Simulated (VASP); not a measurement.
Input of a VASP 6.6.1 run:

INCAR

```
ALGO = Normal
EDIFF = 1E-7
ENCUT = 520
GGA = PE
ISIF = 2
ISMEAR = 0
LASPH = True
LCHARG = False
LREAL = False
LWAVE = False
NBANDS = 15
NELM = 80
PREC = Accurate
SIGMA = 0.05
```

Contents of KPOINTS:

```
k-points
0
Gamma
  8 8 8
```

The input POSCAR:

```
RbBr
1.0
    0.0000000000      3.5083429181      3.5083429181
    3.5083429181      0.0000000000      3.5083429181
    3.5083429181      3.5083429181      0.0000000000
Rb Br
1 1
Direct
    0.5071258713      0.5071258713      0.4928741287
    0.0000000000      0.0000000000      0.0000000000
```

Potentials or basis: VASP PAW PBE potentials, release 64 (Rb_sv, Br).

Run with:

```bash
$ cat potpaw_PBE.64/Rb_sv/POTCAR potpaw_PBE.64/Br/POTCAR > POTCAR
$ mpirun -np 1 vasp_std > vasp.out
```

(1) Predict the largest force.

(2) Predict the band gap on the k mesh.

Answers

(1) 0.045 eV/Å.

(2) 4.19 eV, direct.

Caveat: the cell differs from its parent crystal (atom 1 (Rb) moved 0.05 Å along z).
